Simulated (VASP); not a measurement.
# Hf (P6_3/mmc) in VASP: a series of runs, part 2 of 2

VASP 6.6.1. The steps go on from the part before.

## 3. Single point, PBEsol

Contents of INCAR:

```
SYSTEM = Hf
  PREC = Accurate
  ENCUT = 520
  EDIFF = 1E-7
  ISMEAR = 0
  SIGMA = 0.05
  LREAL = .False.
  LASPH = .True.
  NELM = 80
  ALGO = Normal
  ISIF = 2
  LWAVE = .False.
  LCHARG = .False.
  GGA = PS
  NBANDS = 17
```

Contents of KPOINTS:

```
Automatic mesh
0
Gamma
  16 16 8
  0 0 0
```

Contents of POSCAR:

```
Hf
1.0
    3.1607638635      0.0000000000      0.0000000000
   -1.5803819317      2.7373018011      0.0000000000
    0.0000000000      0.0000000000      4.9955569705
Hf
2
Direct
    0.3333333333      0.6666666667      0.7500000000
    0.6666666667      0.3333333333      0.2500000000
```

Potentials or basis: VASP PAW PBE potentials, release 64 (Hf_pv).

Command:

```console
cat potpaw_PBE.64/Hf_pv/POTCAR > POTCAR
mpirun -np 1 vasp_std > vasp.out
```

OUTCAR:

```text
SYSTEM = Hf
   PREC = Accurate
   ENCUT = 520
   EDIFF = 1E-7
   ISMEAR = 0
   LREAL = .False.
   LASPH = .True.
   NELM = 80
   ISIF = 2
   GGA = PS

 ion  position               nearest neighbor table
   1  0.333  0.667  0.750-   2 3.09   2 3.09   2 3.09   2 3.09   2 3.09   2 3.09
   2  0.667  0.333  0.250-   1 3.09   1 3.09   1 3.09   1 3.09   1 3.09   1 3.09

  LATTYP: Found a hexagonal cell.
 ALAT       =     3.1607638635
 C/A-ratio  =     1.5804904087

  Lattice vectors:

 A1 = (   3.1607638635,   0.0000000000,   0.0000000000)
 A2 = (  -1.5803819317,   2.7373018011,   0.0000000000)
 A3 = (   0.0000000000,   0.0000000000,   4.9955569705)

Analysis of symmetry for initial positions (statically):
=====================================================================
 Subroutine PRICEL returns:
 Original cell was already a primitive cell.

 Routine SETGRP: Setting up the symmetry group for a
 hexagonal supercell.

 Subroutine GETGRP returns: Found 24 space group operations
 (whereof 12 operations were pure point group operations)
 out of a pool of 24 trial point group operations.

The static configuration has the point symmetry D_3d.
 The point group associated with its full space group is D_6h.

Analysis of symmetry for dynamics (positions and initial velocities):
=====================================================================
 Subroutine PRICEL returns:
 Original cell was already a primitive cell.

 Routine SETGRP: Setting up the symmetry group for a
 hexagonal supercell.

 Subroutine GETGRP returns: Found 24 space group operations
 (whereof 12 operations were pure point group operations)
 out of a pool of 24 trial point group operations.

The dynamic configuration has the point symmetry D_3d.
 The point group associated with its full space group is D_6h.

 Subroutine INISYM returns: Found 24 space group operations
 (whereof 12 operations are pure point group operations),
 and found     1 'primitive' translations

----------------------------------------------------------------------------------------

                                     Primitive cell

  volume of cell :      43.2214

  direct lattice vectors                    reciprocal lattice vectors
     3.160763864  0.000000000  0.000000000     0.316379218  0.182661627  0.000000000
    -1.580381932  2.737301801  0.000000000     0.000000000  0.365323254  0.000000000
     0.000000000  0.000000000  4.995556971     0.000000000  0.000000000  0.200177879

  length of vectors
     3.160763864  3.160763863  4.995556971     0.365323254  0.365323254  0.200177879

  position of ions in fractional coordinates (direct lattice)
     0.333333333  0.666666667  0.750000000
     0.666666667  0.333333333  0.250000000

  ion indices of the primitive-cell ions
   primitive index   ion index
                 1           1
                 2           2

----------------------------------------------------------------------------------------

 KPOINTS: Automatic mesh

Automatic generation of k-mesh.
 Grid dimensions read from file:
 generate k-points for:   16   16    8

 Generating k-lattice:

  Cartesian coordinates                     Fractional coordinates (reciprocal lattice)
     0.019773701  0.011416352  0.000000000     0.062500000  0.000000000  0.000000000
     0.000000000  0.022832703  0.000000000     0.000000000  0.062500000  0.000000000
     0.000000000  0.000000000  0.025022235     0.000000000  0.000000000  0.125000000

  Length of vectors
     0.022832703  0.022832703  0.025022235

  Shift w.r.t. Gamma in fractional coordinates (k-lattice)
     0.000000000  0.000000000  0.000000000

 Subroutine IBZKPT returns following result:
 ===========================================

 Found    150 irreducible k-points:

 Following reciprocal coordinates:
            Coordinates               Weight
  0.000000  0.000000  0.000000      1.000000
  0.062500  0.000000  0.000000      6.000000
  0.125000  0.000000  0.000000      6.000000
  0.187500  0.000000  0.000000      6.000000
  0.250000  0.000000  0.000000      6.000000
  0.312500  0.000000  0.000000      6.000000
[... 16 lines left out ...]
  0.187500  0.187500  0.000000      6.000000
  0.250000  0.187500  0.000000     12.000000
 [... further k-points ...]
   k-points           NKPTS =    150   k-points in BZ     NKDIM =    150   number of bands    NBANDS=     17
   number of dos      NEDOS =    301   number of ions     NIONS =      2
   total plane-waves  NPLWV =  23040
   dimension x,y,z NGX =    24 NGY =   24 NGZ =   40
   dimension x,y,z NGXF=    48 NGYF=   48 NGZF=   80
   ions per type =               2
   NGX,Y,Z   is equivalent  to a cutoff of  12.62, 12.62, 13.31 a.u.
   NGXF,Y,Z  is equivalent  to a cutoff of  25.25, 25.25, 26.62 a.u.
 SYSTEM =  Hf
   PREC   = accura    normal or accurate (medium, high low for compatibility)
   ISTART =      0    job   : 0-new  1-cont  2-samecut
   ICHARG =      2    charge: 1-file 2-atom 10-const
   ISPIN  =      1    spin polarized calculation?
   LNONCOLLINEAR =      F non collinear calculations
   LSORBIT =      F    spin-orbit coupling
   LASPH  =      T    aspherical Exc in radial PAW
   ENCUT  =  520.0 eV  38.22 Ry    6.18 a.u.   5.88  5.88  9.29*2*pi/ulx,y,z
   NELM   =     80;   NELMIN=  2; NELMDL= -5     # of ELM steps
   EDIFF  = 0.1E-06   stopping-criterion for ELM
   LREAL  =      F    real-space projection
   EDIFFG = 0.1E-05   stopping-criterion for IOM
   NSW    =      0    number of steps for IOM
   IBRION =     -1    ionic relax: 0-MD 1-quasi-New 2-CG
   NFREE  =      0    steps in history (QN), initial steepest desc. (CG)
   ISIF   =      2    stress and relaxation
   ISYM   =      2    0-nonsym 1-usesym 2-fastsym
   POTIM  = 0.5000    time-step for ionic-motion
   TEBEG  =    0.0;   TEEND  =   0.0 temperature during run
   PSTRESS=    0.0 pullay stress
   NELECT =      20.0000    total number of electrons
   NUPDOWN=      -1.0000    fix difference up-down
   EMIN   =  10.00;   EMAX   =-10.00  energy-range for DOS
   EFERMI =   0.00;   METHOD = LEGACY
   ISMEAR =     0;   SIGMA  =   0.05  broadening in eV -4-tet -1-fermi 0-gaus
   EFERMI_NEDOS =   21; number of points for ismear=-14 and -15
   IALGO  =     38    algorithm
   IMIX   =      4    mixing-type and parameters
     AMIX     =   0.40;   BMIX     =  1.00
     AMIX_MAG =   1.60;   BMIX_MAG =  1.00
  volume/ion in A,a.u.               =      21.61       145.84
  Fermi-wavevector in a.u.,A,eV,Ry     =   1.266248  2.392861 21.815348  1.603383
  Thomas-Fermi vector in A             =   2.399458
   LORBIT       =      0    0 simple, 1 ext, 2 COOP (PROOUT), +10 PAW based schemes
   GGA     = PS    functional components
   LHFCALC =     F    Hartree Fock is set to
   AEXX    =    0.0000 exact exchange contribution
   IVDW    =     0    specifies the selected vdW correction
   LEPSILON=     F    determine dielectric tensor
   LRPA    =     F    only Hartree local field effects (RPA)
 non-spin polarized calculation
 Gauss-broadening in eV      SIGMA  =   0.05
  energy-cutoff  :      520.00
  volume of cell :       43.22
 maximum number of plane-waves:      1194
 NGX is ok and might be reduce to    24
   NGX = 11   NGY = 11   NGZ = 19

 number of electron      19.9999996 magnetization

 Free energy of the ion-electron system (eV)
  ---------------------------------------------------
  ext. energy  EPLUGINS =         0.00000000
  ---------------------------------------------------
  free energy    TOTEN  =       -21.00694788 eV

  energy without entropy =      -21.00501940  energy(sigma->0) =      -21.00598364

 E-fermi :   5.0095     XC(G=0): -11.5507

 val. band max:        4.9972476301   @ k =   0.3750   0.2500   0.3750
 cond. band min:       5.0279405894   @ k =   0.3125   0.3125   0.2500
 fundamental gap:      0.0306929594
 Fermi energy:         5.0095042819

 k-point     1 :       0.0000    0.0000    0.0000
  band No.  band energies     occupation
      1     -26.0137      2.00000
      2     -25.1730      2.00000
      3     -25.1730      2.00000
      4     -25.0315      2.00000
      5     -25.0286      2.00000
      6     -25.0286      2.00000
[... 9 lines left out ...]
     16       7.6804      0.00000
     17      10.5110      0.00000
[... 441 lines left out ...]
 k-point    24 :       0.2500    0.1875    0.0000
  band No.  band energies     occupation
      1     -25.6755      2.00000
      2     -25.6473      2.00000
      3     -25.5825      2.00000
      4     -25.3638      2.00000
      5     -25.2242      2.00000
      6     -25.2104      2.00000
[... 9 lines left out ...]
     16      11.1477      0.00000
     17      11.2141      0.00000

 [... further k-points ...]

------------------------ aborting loop because EDIFF is reached ----------------------------------------

  FORCE on cell =-STRESS in cart. coord.  units (eV):
  Direction    XX          YY          ZZ          XY          YZ          ZX
  --------------------------------------------------------------------------------------
  -------------------------------------------------------------------------------------
  Total       -0.0870647     -0.0870647     -0.1191226     -0.0000000     -0.0000000     -0.0000000
  in kB       -3.2274098     -3.2274098     -4.4157678     -0.0000000     -0.0000000     -0.0000000
  external PRESSURE =      -3.6235291 kB  Pullay stress =       0.0000000 kB

 VOLUME and BASIS-vectors are now :
 -----------------------------------------------------------------------------
  energy-cutoff  :      520.00
  volume of cell :       43.22
      direct lattice vectors                 reciprocal lattice vectors
     3.160763864  0.000000000  0.000000000     0.316379218  0.182661627  0.000000000
    -1.580381932  2.737301801  0.000000000     0.000000000  0.365323254  0.000000000
     0.000000000  0.000000000  4.995556971     0.000000000  0.000000000  0.200177879

 POSITION                                       TOTAL-FORCE (eV/Angst)
 -----------------------------------------------------------------------------------
     -0.00000      1.82487      3.74667         0.000000      0.000000      0.000000
      1.58038      0.91243      1.24889        -0.000000     -0.000000      0.000000
 -----------------------------------------------------------------------------------
    total drift:                               -0.000000      0.000000     -0.000000

  FREE ENERGIE OF THE ION-ELECTRON SYSTEM (eV)
  ---------------------------------------------------
  free  energy   TOTEN  =       -21.0069478792 eV

  energy  without entropy=      -21.0050193965  energy(sigma->0) =      -21.00598364
```

stdout:

```text
POSCAR found type information on POSCAR Hf
 POSCAR found :  1 types and       2 ions
 scaLAPACK will be used
 -----------------------------------------------------------------------------
|                                                                             |
|                                                                             |
|     You enforced a specific xc type in the INCAR file but a different       |
|     I HOPE YOU KNOW WHAT YOU ARE DOING!                                     |
|                                                                             |
 -----------------------------------------------------------------------------

 LDA part: xc-table for (Slater+PW92), standard interpolation
 POSCAR, INCAR and KPOINTS ok, starting setup
 FFT: planning ... GRIDC
 FFT: planning ... GRID_SOFT
 FFT: planning ... GRID
 WAVECAR not read
 entering main loop
```

Wall time 2.8 min (1 thread of AMD EPYC 7R13 (Zen 3), shared host); peak memory 0.19 GiB.

What came out:

| Item | Value |
| --- | --- |
| Free energy | -21.0069 eV |
| Pressure | -0.4 GPa |
| Band gap on the k mesh | zero (band 10 reaches 6.17 eV, above the bottom of band 11 at 4.68 eV) |

Levels at points of the mesh, in eV from the Fermi level:
| k point | band 8 | band 9 | band 10 | band 11 | band 12 | band 13 |
| --- | --- | --- | --- | --- | --- | --- |
| (0.00, 0.00, 0.00) | -3.83 | 0.80 | 1.16 | 1.16 | 1.46 | 2.02 |
| (0.50, 0.00, 0.00) | -2.89 | -2.35 | -0.74 | 0.75 | 0.91 | 1.73 |
| (0.00, 0.00, 0.50) | -5.47 | 0.13 | 0.13 | 1.04 | 1.04 | 1.04 |
| (0.50, 0.00, 0.50) | -3.54 | -1.06 | -1.06 | 1.30 | 1.30 | 2.69 |

Caveat: the PAW data sets were made with another functional, which shifts forces and pressure a little; spin-orbit coupling is left out, which moves the levels of the heavy elements.

## 4. Relaxation of cell and atoms, PBEsol

This run uses another cell than the first one, of 22.45 Å³/atom, 1.039 times its volume.

Contents of INCAR:

```
SYSTEM = Hf
PREC = Accurate
ENCUT = 600
EDIFF = 1E-7
ISMEAR = 0
SIGMA = 0.05
LREAL = .FALSE.
LASPH = .TRUE.
NELM = 100
ALGO = Normal
ISIF = 3
LWAVE = .FALSE.
LCHARG = .FALSE.
GGA = PS
IBRION = 2
NSW = 80
EDIFFG = -0.01
```

Contents of KPOINTS:

```
regular mesh
0
G
  16 16 8
  0 0 0
```

Contents of POSCAR:

```
Hf
1.0
    3.2000000000      0.0000000000      0.0000000000
   -1.6000000000      2.7712812921      0.0000000000
    0.0000000000      0.0000000000      5.0624000000
Hf
2
Direct
    0.3333333333      0.6666666667      0.7500000000
    0.6666666667      0.3333333333      0.2500000000
```

Potentials or basis: VASP PAW PBE potentials, release 64 (Hf_pv).

Command:

```console
cat potpaw_PBE.64/Hf_pv/POTCAR > POTCAR
mpirun -np 1 vasp_std > vasp.out
```

OUTCAR:

```text
SYSTEM = Hf
   PREC = Accurate
   ENCUT = 600
   EDIFF = 1E-7
   ISMEAR = 0
   LREAL = .FALSE.
   LASPH = .TRUE.
   NELM = 100
   ISIF = 3
   GGA = PS
   IBRION = 2
   NSW = 80
   EDIFFG = -0.01

 ion  position               nearest neighbor table
   1  0.333  0.667  0.750-   2 3.13   2 3.13   2 3.13   2 3.13   2 3.13   2 3.13
   2  0.667  0.333  0.250-   1 3.13   1 3.13   1 3.13   1 3.13   1 3.13   1 3.13

  LATTYP: Found a hexagonal cell.
 ALAT       =     3.2000000000
 C/A-ratio  =     1.5820000000

  Lattice vectors:

 A1 = (   3.2000000000,   0.0000000000,   0.0000000000)
 A2 = (  -1.6000000000,   2.7712812921,   0.0000000000)
 A3 = (   0.0000000000,   0.0000000000,   5.0624000000)

[... 335 lines left out ...]
 cond. band min:       5.0490959715   @ k =   0.3125   0.3125   0.2500
 fundamental gap:      0.0294480090
 Fermi energy:         5.0291850884

 k-point     1 :       0.0000    0.0000    0.0000
  band No.  band energies     occupation
      1     -25.9942      2.00000
      2     -25.1460      2.00000
      3     -25.1460      2.00000
      4     -25.0019      2.00000
      5     -24.9999      2.00000
      6     -24.9999      2.00000
      7      -2.4957      2.00000
      8       1.1885      2.00000
      9       5.8397      0.00000
     10       6.1895      0.00000
     11       6.1895      0.00000
     12       6.5008      0.00000
     13       7.0563      0.00000
     14       7.0563      0.00000
[... 377 lines left out ...]
      1     -25.6528      2.00000
      2     -25.6239      2.00000
      3     -25.5582      2.00000
      4     -25.3381      2.00000
      5     -25.1969      2.00000
      6     -25.1828      2.00000
      7       1.1119      2.00000
      8       3.1114      2.00000
      9       3.2866      2.00000
     10       3.7319      2.00000
     11       5.4134      0.00000
     12       5.9981      0.00000
     13       6.3114      0.00000
     14       8.9262      0.00000

 [... further k-points ...]
[... 5 lines left out ...]
  --------------------------------------------------------------------------------------
  -------------------------------------------------------------------------------------
  Total       -0.0095864     -0.0095864     -0.0179740     -0.0000000      0.0000000     -0.0000000
  in kB       -0.3563222     -0.3563222     -0.6680839     -0.0000000      0.0000000     -0.0000000
  external PRESSURE =      -0.4602427 kB  Pullay stress =       0.0000000 kB
[... 17 lines left out ...]
  FREE ENERGIE OF THE ION-ELECTRON SYSTEM (eV)
  ---------------------------------------------------
  free  energy   TOTEN  =       -21.0077169493 eV

  energy  without entropy=      -21.0057561464  energy(sigma->0) =      -21.00673655

 reached required accuracy - stopping structural energy minimisation
```

OSZICAR:

```text
N       E                     dE             d eps       ncg     rms          rms(c)
DAV:   1     0.501049870198E+02    0.50105E+02   -0.12537E+04  4208   0.151E+03
DAV:   2    -0.196288704442E+02   -0.69734E+02   -0.68458E+02  5196   0.287E+02
DAV:   3    -0.217668202437E+02   -0.21379E+01   -0.21177E+01  5688   0.322E+01
[... 40 lines left out ...]
DAV:   2    -0.210077392607E+02    0.57691E-04   -0.11442E-04  4920   0.887E-02    0.315E-02
DAV:   3    -0.210077213781E+02    0.17883E-04   -0.24699E-05  4890   0.380E-02    0.147E-02
DAV:   4    -0.210077174732E+02    0.39049E-05   -0.82832E-06  5022   0.224E-02    0.108E-02
DAV:   5    -0.210077169525E+02    0.52071E-06   -0.63749E-07  5244   0.562E-03    0.145E-03
DAV:   6    -0.210077169493E+02    0.31680E-08   -0.12221E-08  2604   0.946E-04
   5 F= -.21007717E+02 E0= -.21006737E+02  d E =-.651550E-05
```

CONTCAR:

```text
Hf
   1.00000000000000
     3.1585540317053238    0.0000000000000000    0.0000000000000000
    -1.5792770158526619    2.7353880306727625   -0.0000000000000000
    -0.0000000000000000    0.0000000000000000    4.9890318765141641
  Hf
     2
Direct
     0.3333333332999970    0.6666666667000030    0.7500000000000000
     0.6666666667000030    0.3333333332999970    0.2500000000000000

  0.00000000E+00  0.00000000E+00  0.00000000E+00
  0.00000000E+00  0.00000000E+00  0.00000000E+00
```

It took 11 min on 1 thread of AMD EPYC 7R13 (Zen 3), shared host; peak memory 0.23 GiB.

What came out:

| Item | Value |
| --- | --- |
| Free energy | -21.0077 eV |
| Relaxed volume | 21.55 Å³/atom |
| Relaxed cell | a = 3.159 Å, b = 3.159 Å, c = 4.989 Å, α = 90.00°, β = 90.00°, γ = 120.00° |
| Space group after relaxing (to 0.05 Å) | P6_3/mmc (No. 194) |
| Energy gained by relaxing | 12.8 meV/atom |
| Ionic steps | 5 |
| Pressure after relaxing | 0.0 GPa |
| Band gap on the k mesh | zero (band 10 reaches 6.19 eV, above the bottom of band 11 at 4.70 eV) |

Step by step:
```
step  energy change (eV)  largest force (eV/Å)  pressure (GPa)  volume (Å³)
   1              0.0000                0.0000           -4.40        44.89
   2              0.0125                0.0000            6.07        41.01
   3             -0.0256                0.0000           -0.05        43.10
   4             -0.0256                0.0000            0.05        43.07
   5             -0.0256                0.0000           -0.05        43.10
```

Final structure:
```
CELL_PARAMETERS angstrom
3.15855 0.00000 0.00000
-1.57928 2.73539 0.00000
0.00000 0.00000 4.98903
ATOMIC_POSITIONS crystal
Hf 0.33333 0.66667 0.75000
Hf 0.66667 0.33333 0.25000
```

Caveat: the PAW data sets were made with another functional, which shifts forces and pressure a little; spin-orbit coupling is left out, which moves the levels of the heavy elements.
